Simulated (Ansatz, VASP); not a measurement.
# Two plane-wave programs on Ag3IO

```
CELL_PARAMETERS angstrom
5.28479 0.00000 0.00000
0.00000 5.28479 0.00000
0.00000 0.00000 5.28479
ATOMIC_POSITIONS crystal
Ag 0.50000 0.00000 0.00000
Ag 0.00000 0.50000 0.00000
Ag 0.00000 0.00000 0.50000
I 0.00000 0.00000 0.00000
O 0.50000 0.50000 0.50000
```

Alike in both runs: task single point; functional PBE; k mesh 4 × 4 × 4; occupations gaussian, width 0.1 eV; collinear spin.

|  | VASP | Ansatz |
| --- | --- | --- |
| version | VASP 6.6.1 | Ansatz 0.2.0 |
| potentials or method | VASP PAW PBE potentials, release 64 (Ag, I, O), cutoff 520 eV | scalar-relativistic, plane waves, PAW |
| valence electrons in the cell | 46 | 80 |

```csv
,VASP,Ansatz,Ansatz less VASP
gap on the k mesh at the Fermi level (eV),none,none,-
pressure (GPa),1.0,1.1,+0.09
net moment per atom (μB),0.02,0.02,0.000
size of the moment on the site where the two differ most (μB),0.20,0.25,+0.050
```

Site moments also hang on the region over which each program counts them. A gap of «none» marks a metal or a gap that the smearing closes. VASP's potentials hold 46 valence electrons a cell and Ansatz's 80, so a difference there can come from the potentials and not from the codes. Ansatz's warnings: seeded moment not kept.

Neither program's run includes spin-orbit coupling.
